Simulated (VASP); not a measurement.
# TiSi2 (Fdd2) in VASP: single point with PBE

Aim: the single point of TiSi2 with PBE.

Program: VASP 6.6.1. These are calculated values, not measurements. Logs are shortened: lines on timing, memory, paths and dates and some standing lists are left out, and cuts for length are marked.

**1. The cell of the first run**

Symmetry: Fdd2, No. 43, orthorhombic system. Conventional cell: a = 4.808 Å, b = 8.270 Å, c = 8.559 Å, α = 90.00°, β = 90.00°, γ = 90.00°. Ti (site symmetry 2) has 10 Si at 2.51 to 2.79 Å and 4 Ti at 3.21 Å within 3.3 Å. Within 3.3 Å of Si (site symmetry 1) lie 5 Ti at 2.51 to 2.79 Å and 9 Si at 2.53 to 3.21 Å.

**2. Single point, PBE (all Ti atoms moved +0.062 Å, as atom 1 along Cartesian [0 0 1])**

INCAR reads:

```
PREC = Accurate ; ENCUT = 520
EDIFF = 1E-6 ; ISMEAR = 0
SIGMA = 0.15 ; LREAL = F
LASPH = T ; NELM = 100
ALGO = Normal ; ISIF = 2
LWAVE = F ; LCHARG = F
GGA = PE ; NBANDS = 29
```

KPOINTS reads:

```
regular mesh
0
Gamma
  14 14 14
```

POSCAR reads:

```
TiSi2
1.0
    0.0000000000      4.1351811254      4.2795976059
    2.4038689114      0.0000000000      4.2795976059
    2.4038689114      4.1351811254      0.0000000000
Ti Si
2 4
Direct
    0.7573020884      0.7573020884      0.7426979116
    0.5073020884      0.5073020884      0.4926979116
    0.0868244589      0.4131755411      0.0868244589
    0.4131755411      0.0868244589      0.4131755411
    0.1631755411      0.8368244589      0.1631755411
    0.8368244589      0.1631755411      0.8368244589
```

Potentials or basis: VASP PAW PBE potentials, release 64 (Ti_sv, Si).

Started as:

```console
> cat potpaw_PBE.64/Ti_sv/POTCAR potpaw_PBE.64/Si/POTCAR > POTCAR
> mpirun -np 1 vasp_std > vasp.out
```

OUTCAR:

```text
PREC = Accurate
   ENCUT = 520
   EDIFF = 1E-6
   ISMEAR = 0
   LREAL = F
   LASPH = T
   NELM = 100
   ISIF = 2
   GGA = PE

 ion  position               nearest neighbor table
   1  0.757  0.757  0.743-   6 2.51   5 2.51   6 2.61   5 2.61   3 2.76   4 2.76   4 2.76   3 2.76
                             3 2.79   4 2.79
   2  0.507  0.507  0.493-   3 2.51   4 2.51   3 2.61   4 2.61   5 2.76   6 2.76   6 2.76   5 2.76
                             5 2.79   6 2.79
   3  0.087  0.413  0.087-   2 2.51   5 2.53   5 2.53   2 2.61   4 2.70   1 2.76   1 2.76   1 2.79
                             4 2.80   4 2.80
   4  0.413  0.087  0.413-   2 2.51   6 2.53   6 2.53   2 2.61   3 2.70   1 2.76   1 2.76   1 2.79
                             3 2.80   3 2.80
   5  0.163  0.837  0.163-   1 2.51   3 2.53   3 2.53   1 2.61   6 2.70   2 2.76   2 2.76   2 2.79
                             6 2.80   6 2.80
   6  0.837  0.163  0.837-   1 2.51   4 2.53   4 2.53   1 2.61   5 2.70   2 2.76   2 2.76   2 2.79
                             5 2.80   5 2.80

  LATTYP: Found a face centered orthorhombic cell.
 ALAT       =     4.8077378228
 B/A-ratio  =     1.7202190626
 C/A-ratio  =     1.7802957497

  Lattice vectors:

 A1 = (   0.0000000000,   4.1351811254,   4.2795976059)
 A2 = (   2.4038689114,   0.0000000000,   4.2795976059)
 A3 = (   2.4038689114,   4.1351811254,   0.0000000000)

Analysis of symmetry for initial positions (statically):
=====================================================================
 Subroutine PRICEL returns:
 Original cell was already a primitive cell.

 Routine SETGRP: Setting up the symmetry group for a
 face centered orthorhombic supercell.

 Subroutine GETGRP returns: Found  4 space group operations
 (whereof  2 operations were pure point group operations)
 out of a pool of  8 trial point group operations.

The static configuration has the point symmetry C_2 .
 The point group associated with its full space group is C_2v.

Analysis of symmetry for dynamics (positions and initial velocities):
=====================================================================
 Subroutine PRICEL returns:
 Original cell was already a primitive cell.

 Routine SETGRP: Setting up the symmetry group for a
 face centered orthorhombic supercell.

 Subroutine GETGRP returns: Found  4 space group operations
 (whereof  2 operations were pure point group operations)
 out of a pool of  8 trial point group operations.

The dynamic configuration has the point symmetry C_2 .
 The point group associated with its full space group is C_2v.

 Subroutine INISYM returns: Found  4 space group operations
 (whereof  2 operations are pure point group operations),
 and found     1 'primitive' translations

----------------------------------------------------------------------------------------

                                     Primitive cell

  volume of cell :      85.0821

  direct lattice vectors                    reciprocal lattice vectors
     0.000000000  4.135181125  4.279597606    -0.207998031  0.120913688  0.116833414
     2.403868911  0.000000000  4.279597606     0.207998031 -0.120913688  0.116833414
     2.403868911  4.135181125  0.000000000     0.207998031  0.120913688 -0.116833414

  length of vectors
     5.951023324  4.908517231  4.783127500     0.267457188  0.267457188  0.267457188

  position of ions in fractional coordinates (direct lattice)
     0.757302088  0.757302088  0.742697912
     0.507302088  0.507302088  0.492697912
     0.086824459  0.413175541  0.086824459
     0.413175541  0.086824459  0.413175541
     0.163175541  0.836824459  0.163175541
     0.836824459  0.163175541  0.836824459

  ion indices of the primitive-cell ions
   primitive index   ion index
                 1           1
                 2           2
                 3           3
                 4           4
                 5           5
                 6           6

----------------------------------------------------------------------------------------

 KPOINTS: regular mesh

Automatic generation of k-mesh.
 Grid dimensions read from file:
 generate k-points for:   14   14   14

 Generating k-lattice:

  Cartesian coordinates                     Fractional coordinates (reciprocal lattice)
    -0.014857002  0.008636692  0.008345244     0.071428571  0.000000000  0.000000000
     0.014857002 -0.008636692  0.008345244     0.000000000  0.071428571  0.000000000
     0.014857002  0.008636692 -0.008345244     0.000000000  0.000000000  0.071428571

  Length of vectors
     0.019104085  0.019104085  0.019104085

  Shift w.r.t. Gamma in fractional coordinates (k-lattice)
     0.000000000  0.000000000  0.000000000

 Subroutine IBZKPT returns following result:
 ===========================================

 Found    428 irreducible k-points:

 Following reciprocal coordinates:
            Coordinates               Weight
  0.000000  0.000000  0.000000      1.000000
  0.071429  0.000000  0.000000      8.000000
  0.142857  0.000000  0.000000      8.000000
  0.214286  0.000000  0.000000      8.000000
  0.285714  0.000000 -0.000000      8.000000
  0.357143  0.000000  0.000000      8.000000
[... 16 lines left out ...]
  0.214286  0.142857  0.000000      8.000000
  0.285714  0.142857  0.000000      8.000000
 [... further k-points ...]
   k-points           NKPTS =    428   k-points in BZ     NKDIM =    428   number of bands    NBANDS=     29
   number of dos      NEDOS =    301   number of ions     NIONS =      6
   total plane-waves  NPLWV =  69120
   dimension x,y,z NGX =    48 NGY =   40 NGZ =   36
   dimension x,y,z NGXF=    96 NGYF=   80 NGZF=   72
   ions per type =               2   4
   NGX,Y,Z   is equivalent  to a cutoff of  13.41, 13.55, 12.51 a.u.
   NGXF,Y,Z  is equivalent  to a cutoff of  26.82, 27.10, 25.02 a.u.
 SYSTEM =  unknown system
   PREC   = accura    normal or accurate (medium, high low for compatibility)
   ISTART =      0    job   : 0-new  1-cont  2-samecut
   ICHARG =      2    charge: 1-file 2-atom 10-const
   ISPIN  =      1    spin polarized calculation?
   LNONCOLLINEAR =      F non collinear calculations
   LSORBIT =      F    spin-orbit coupling
   LASPH  =      T    aspherical Exc in radial PAW
   ENCUT  =  520.0 eV  38.22 Ry    6.18 a.u.  11.06  9.13  8.89*2*pi/ulx,y,z
   NELM   =    100;   NELMIN=  2; NELMDL= -5     # of ELM steps
   EDIFF  = 0.1E-05   stopping-criterion for ELM
   LREAL  =      F    real-space projection
   EDIFFG = 0.1E-04   stopping-criterion for IOM
   NSW    =      0    number of steps for IOM
   IBRION =     -1    ionic relax: 0-MD 1-quasi-New 2-CG
   NFREE  =      0    steps in history (QN), initial steepest desc. (CG)
   ISIF   =      2    stress and relaxation
   ISYM   =      2    0-nonsym 1-usesym 2-fastsym
   POTIM  = 0.5000    time-step for ionic-motion
   TEBEG  =    0.0;   TEEND  =   0.0 temperature during run
   PSTRESS=    0.0 pullay stress
   NELECT =      40.0000    total number of electrons
   NUPDOWN=      -1.0000    fix difference up-down
   EMIN   =  10.00;   EMAX   =-10.00  energy-range for DOS
   EFERMI =   0.00;   METHOD = LEGACY
   ISMEAR =     0;   SIGMA  =   0.15  broadening in eV -4-tet -1-fermi 0-gaus
   EFERMI_NEDOS =   21; number of points for ismear=-14 and -15
   IALGO  =     38    algorithm
   IMIX   =      4    mixing-type and parameters
     AMIX     =   0.40;   BMIX     =  1.00
     AMIX_MAG =   1.60;   BMIX_MAG =  1.00
  volume/ion in A,a.u.               =      14.18        95.69
  Fermi-wavevector in a.u.,A,eV,Ry     =   1.272962  2.405549 22.047316  1.620432
  Thomas-Fermi vector in A             =   2.405812
   LORBIT       =      0    0 simple, 1 ext, 2 COOP (PROOUT), +10 PAW based schemes
   GGA     = PE    functional components
   LHFCALC =     F    Hartree Fock is set to
   AEXX    =    0.0000 exact exchange contribution
   IVDW    =     0    specifies the selected vdW correction
   LEPSILON=     F    determine dielectric tensor
   LRPA    =     F    only Hartree local field effects (RPA)
 non-spin polarized calculation
 Gauss-broadening in eV      SIGMA  =   0.15
  energy-cutoff  :      520.00
  volume of cell :       85.08
 maximum number of plane-waves:      2310
 NGX is ok and might be reduce to    48
   NGX = 23   NGY = 19   NGZ = 17

 number of electron      39.9999999 magnetization

 Free energy of the ion-electron system (eV)
  ---------------------------------------------------
  ext. energy  EPLUGINS =         0.00000000
  ---------------------------------------------------
  free energy    TOTEN  =       -40.66445620 eV

  energy without entropy =      -40.63875503  energy(sigma->0) =      -40.65160561

 E-fermi :  10.0178     XC(G=0): -11.6728

 val. band max:       10.0167243777   @ k =  -0.3571   0.0714  -0.0000
 cond. band min:      10.0181961891   @ k =  -0.2857   0.0714   0.0714
 fundamental gap:      0.0014718113
 Fermi energy:        10.0178303861

 k-point     1 :       0.0000    0.0000    0.0000
  band No.  band energies     occupation
      1     -46.2904      2.00000
      2     -46.2636      2.00000
      3     -22.6608      2.00000
      4     -22.6576      2.00000
      5     -22.5772      2.00000
      6     -22.5628      2.00000
[... 21 lines left out ...]
     28      13.6863      0.00000
     29      13.7688      0.00000

 k-point     2 :       0.0714    0.0000    0.0000
  band No.  band energies     occupation
      1     -46.2901      2.00000
      2     -46.2638      2.00000
      3     -22.6608      2.00000
      4     -22.6573      2.00000
      5     -22.5786      2.00000
      6     -22.5629      2.00000
[... 21 lines left out ...]
     28      13.6383      0.00000
     29      13.7630      0.00000

 k-point     3 :       0.1429    0.0000    0.0000
  band No.  band energies     occupation
      1     -46.2894      2.00000
      2     -46.2645      2.00000
      3     -22.6616      2.00000
      4     -22.6553      2.00000
      5     -22.5826      2.00000
      6     -22.5629      2.00000
[... 21 lines left out ...]
     28      13.8140      0.00000
     29      13.9158      0.00000

 k-point     4 :       0.2143    0.0000    0.0000
  band No.  band energies     occupation
      1     -46.2882      2.00000
      2     -46.2657      2.00000
      3     -22.6635      2.00000
      4     -22.6515      2.00000
      5     -22.5888      2.00000
      6     -22.5625      2.00000
[... 21 lines left out ...]
     28      13.9783      0.00000
     29      14.1103      0.00000

 k-point     5 :       0.2857    0.0000   -0.0000
  band No.  band energies     occupation
      1     -46.2867      2.00000
      2     -46.2671      2.00000
      3     -22.6657      2.00000
      4     -22.6466      2.00000
      5     -22.5967      2.00000
      6     -22.5613      2.00000
[... 21 lines left out ...]
     28      14.0369      0.00000
     29      14.3675      0.00000
[... 510 lines left out ...]
     28      13.6738      0.00000
     29      13.9048      0.00000

 k-point    22 :       0.1429    0.1429    0.0000
  band No.  band energies     occupation
      1     -46.2891      2.00000
      2     -46.2649      2.00000
      3     -22.6557      2.00000
      4     -22.6556      2.00000
      5     -22.5869      2.00000
      6     -22.5604      2.00000
[... 21 lines left out ...]
     28      13.9459      0.00000
     29      14.1709      0.00000

 k-point    23 :       0.2143    0.1429    0.0000
  band No.  band energies     occupation
      1     -46.2882      2.00000
      2     -46.2657      2.00000
      3     -22.6572      2.00000
      4     -22.6501      2.00000
      5     -22.5919      2.00000
      6     -22.5595      2.00000
[... 21 lines left out ...]
     28      13.7630      0.00000
     29      14.3347      0.00000

 k-point    24 :       0.2857    0.1429    0.0000
  band No.  band energies     occupation
      1     -46.2869      2.00000
      2     -46.2670      2.00000
      3     -22.6595      2.00000
      4     -22.6435      2.00000
      5     -22.5990      2.00000
      6     -22.5594      2.00000
[... 21 lines left out ...]
     28      13.9327      0.00000
     29      14.3290      0.00000

 [... further k-points ...]

------------------------ aborting loop because EDIFF is reached ----------------------------------------

  FORCE on cell =-STRESS in cart. coord.  units (eV):
  Direction    XX          YY          ZZ          XY          YZ          ZX
  --------------------------------------------------------------------------------------
  -------------------------------------------------------------------------------------
  Total        0.0611869     -0.0752360      0.4215332      0.0000000      0.0000000      0.0000000
  in kB        1.1522069     -1.4167662      7.9378725      0.0000000      0.0000000      0.0000000
  external PRESSURE =       2.5577711 kB  Pullay stress =       0.0000000 kB

 VOLUME and BASIS-vectors are now :
 -----------------------------------------------------------------------------
  energy-cutoff  :      520.00
  volume of cell :       85.08
      direct lattice vectors                 reciprocal lattice vectors
     0.000000000  4.135181125  4.279597606    -0.207998031  0.120913688  0.116833414
     2.403868911  0.000000000  4.279597606     0.207998031 -0.120913688  0.116833414
     2.403868911  4.135181125  0.000000000     0.207998031  0.120913688 -0.116833414

 POSITION                                       TOTAL-FORCE (eV/Angst)
 -----------------------------------------------------------------------------------
      3.60580      6.20277      6.48190        -0.000000      0.000000     -0.819205
      2.40387      4.13518      4.34210        -0.000000      0.000000     -0.819205
      1.20193      0.71807      2.13980        -0.198469      0.021891      0.409602
      1.20193      3.41711      2.13980         0.198469     -0.021891      0.409602
      2.40387      1.34952      4.27960        -0.198469     -0.021891      0.409602
      2.40387      6.92084      4.27960         0.198469      0.021891      0.409602
 -----------------------------------------------------------------------------------
    total drift:                                0.000004      0.000030      0.000134

  FREE ENERGIE OF THE ION-ELECTRON SYSTEM (eV)
  ---------------------------------------------------
  free  energy   TOTEN  =       -40.6644561959 eV

  energy  without entropy=      -40.6387550254  energy(sigma->0) =      -40.65160561
```

Run time: 21 min. Hardware: 1 thread of Intel Xeon Platinum 8259CL at 2.50GHz (Skylake/Cascade Lake), shared host; peak memory 0.89 GiB.

What came out:

```yaml
Free_energy: -40.6645 eV
Pressure: 0.3 GPa
Largest_force: 0.819 eV/Å
Band_gap_on_the_k_mesh: zero (band 20 reaches 10.70 eV, above the bottom of band 21 at 8.87 eV)
```

Forces in eV/Å, atoms in the order of the input:
```
Ti   0.000  0.000 -0.819
Ti   0.000  0.000 -0.819
Si  -0.198  0.022  0.410
Si   0.198 -0.022  0.410
Si  -0.198 -0.022  0.410
Si   0.198  0.022  0.410
```

Stress tensor (GPa, compression positive):
```
 0.12  0.00  0.00
 0.00 -0.14  0.00
 0.00  0.00  0.79
```

Levels at points of the mesh, in eV from the Fermi level:
```tsv
k point	band 16	band 17	band 18	band 19	band 20	band 21	band 22	band 23	band 24	band 25
(0.00, 0.00, 0.00)	-2.50	-2.24	-2.06	-1.78	-1.37	-0.91	2.03	3.06	3.23	3.23
(0.50, 0.00, 0.00)	-2.46	-1.90	-1.05	-0.02	0.14	0.97	1.34	1.68	2.19	2.58
(0.50, 0.50, 0.00)	-2.92	-1.57	-1.57	-0.97	-0.97	0.76	0.76	3.17	3.17	3.37
(0.50, 0.00, 0.50)	-2.36	-2.34	-2.34	-0.85	-0.85	1.26	1.26	3.20	3.20	3.31
(0.00, 0.50, 0.50)	-1.29	-1.08	-1.08	-0.64	-0.64	0.86	0.86	2.24	2.24	3.01
```

Caveat: the cell differs from its parent crystal (all Ti atoms moved +0.062 Å, as atom 1 along Cartesian [0 0 1]).
